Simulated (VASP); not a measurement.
A run of VASP 6.6.1 is set up as follows.

INCAR

```
SYSTEM = Bi2Se3
  PREC = Accurate
  ENCUT = 520
  EDIFF = 1E-6
  ISMEAR = -1
  SIGMA = 0.03
  LREAL = .False.
  LASPH = .True.
  NELM = 100
  ALGO = Normal
  ISIF = 2
  LWAVE = .False.
  LCHARG = .True.
  GGA = PS
  LELF = .True.
  LVHAR = .True.
  NBANDS = 32
```

The input KPOINTS:

```
regular mesh
0
Gamma
  6 6 6
  0 0 0
```

POSCAR

```
Bi2Se3
1.0
    2.0714992968      1.1959806766      9.6407833000
   -2.0714992968      1.1959806766      9.6407833000
    0.0000000000     -2.3919613533      9.6407833000
Bi Se
2 3
Direct
    0.4008000000      0.4008000000      0.4008000000
    0.5992000000      0.5992000000      0.5992000000
    0.0000000000      0.0000000000      0.0000000000
    0.2117000000      0.2117000000      0.2117000000
    0.7883000000      0.7883000000      0.7883000000
```

Potentials or basis: VASP PAW PBE potentials, release 64 (Bi_d, Se).

Run with:

```console
$ cat potpaw_PBE.64/Bi_d/POTCAR potpaw_PBE.64/Se/POTCAR > POTCAR
$ mpirun -np 1 vasp_std > vasp.out
```

Question: What does it give for the largest force?

Answer: 0.168 eV/Å.

Question: Estimate the pressure.

Answer: -0.9 GPa.

Question: Estimate the band gap on the k mesh.

Answer: 0.18 eV.

Forces in eV/Å, atoms in the order of the input:
```
Bi   0.000  0.000 -0.168
Bi   0.000  0.000  0.168
Se   0.000  0.000  0.000
Se   0.000  0.000  0.004
Se   0.000  0.000 -0.004
```

Caveat: the cell differs from its parent crystal (zz strain of +1 %); the PAW data sets were made with another functional, which shifts forces and pressure a little; spin-orbit coupling is left out, which moves the levels of the heavy elements. A k mesh can miss the band edges.
